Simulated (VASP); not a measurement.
Write the native input for VASP 6.6.1 that does the following.

```yaml
Task: single point
Functional: r2SCAN
Potentials_or_basis: VASP PAW PBE potentials, release 64 (Si, C)
Cutoff: 520 eV
k_mesh: 12 × 12 × 12
Occupations: gaussian, width 0.05 eV
Spin: no spin polarisation
Dipole_correction: no
Further_INCAR_settings: ALGO = Normal; EDIFF = 1e-07; NBANDS = 11
```

SiC:

```
CELL_PARAMETERS angstrom
0.00000 2.13893 2.24588
2.13893 0.00000 2.24588
2.13893 2.13893 0.00000
ATOMIC_POSITIONS crystal
Si 0.00000 0.00000 0.00000
C 0.75000 0.75000 0.75000
```

This cell differs from its parent crystal: ratio of the length along z to the lengths across it x 1.05, volume and fractional coordinates fixed.

One way to write it, as run:

POSCAR

```
SiC
1.0
    0.0000000000      2.1389293512      2.2458758187
    2.1389293512      0.0000000000      2.2458758187
    2.1389293512      2.1389293512      0.0000000000
Si C
1 1
Direct
    0.0000000000      0.0000000000      0.0000000000
    0.7500000000      0.7500000000      0.7500000000
```

INCAR.step1

```
PREC = Accurate
ENCUT = 520
ISMEAR = 0
SIGMA = 0.05
LREAL = F
LASPH = T
NELM = 80
NBANDS = 11
GGA = PE
ALGO = Normal
EDIFF = 1E-4
LWAVE = T
LCHARG = F
```

INCAR.step2

```
PREC = Accurate
ENCUT = 520
EDIFF = 1E-7
ISMEAR = 0
SIGMA = 0.05
LREAL = F
LASPH = T
NELM = 80
ALGO = Normal
ISIF = 2
LWAVE = F
LCHARG = F
METAGGA = R2SCAN
LMIXTAU = T
NBANDS = 11
ISTART = 1
```

KPOINTS

```
regular mesh
0
Gamma
  12 12 12
```

Potentials or basis: VASP PAW PBE potentials, release 64 (Si, C).

Run with:

```bash
$ cat potpaw_PBE.64/Si/POTCAR potpaw_PBE.64/C/POTCAR > POTCAR
$ cp INCAR.step1 INCAR
$ mpirun -np 1 vasp_std > vasp.out
$ cp INCAR.step2 INCAR
$ mpirun -np 1 vasp_std > vasp.out
```

Results of the run:

| Item | Value |
| --- | --- |
| Pressure | 1.0 GPa |
| Band gap on the k mesh | 1.45 eV (least direct gap 5.02 eV) |

Caveat: the stress differs along the axes, from -9 to 6 GPa; the PAW data sets were made with another functional, which shifts forces and pressure a little.

It took 45 s on 1 thread of Intel(R) Xeon(R) 6975P-C (Granite Rapids), with other jobs on the host, peak memory 0.16 GiB.
